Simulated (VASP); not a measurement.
Here is a VASP 6.6.1 calculation.

Contents of INCAR:

```
PREC     = Accurate       # precision mode
ENCUT    = 520            # plane-wave cutoff, eV
EDIFF    = 1E-6           # SCF threshold, eV
ISMEAR   = 0              # smearing method
SIGMA    = 0.1            # smearing width, eV
LREAL    = False          # projectors in reciprocal space
LASPH    = True           # aspherical terms in the spheres
NELM     = 60             # most SCF steps
ALGO     = Normal         # electronic algorithm
ISIF     = 2              # what is computed and relaxed
LWAVE    = False          # write WAVECAR
LCHARG   = False          # write CHGCAR
GGA      = PE             # functional
NBANDS   = 19             # bands
```

Contents of KPOINTS:

```
regular mesh
0
Gamma
  12 12 8
```

Contents of POSCAR:

```
Be4Mo
1.0
    3.2510743876      0.0000000000      0.0000000000
    0.0000000000      3.2510743876      0.0000000000
    0.0000000000      0.0000000000      4.4141366369
Be Mo
4 1
Direct
    0.5000000000      0.5000000000      0.2816608662
    0.0000000000      0.5000000000      0.0000000000
    0.5000000000      0.5000000000      0.7183391338
    0.5000000000      0.0000000000      0.0000000000
    0.0000000000      0.0000000000      0.5000000000
```

Potentials or basis: VASP PAW PBE potentials, release 64 (Be, Mo_sv).

The run is started by

```bash
$ cat potpaw_PBE.64/Be/POTCAR potpaw_PBE.64/Mo_sv/POTCAR > POTCAR
$ mpirun -np 1 vasp_std > vasp.out
```

Q: Estimate the pressure.

A: 0.3 GPa.

Q: Predict the band gap on the k mesh.

A: Zero (bands 11 and 12 overlap by 1.38 eV).

Forces on the atoms (eV/Å):
```
Be   0.000  0.000 -0.006
Be   0.000  0.000  0.000
Be   0.000  0.000  0.006
Be   0.000  0.000  0.000
Mo   0.000  0.000  0.000
```
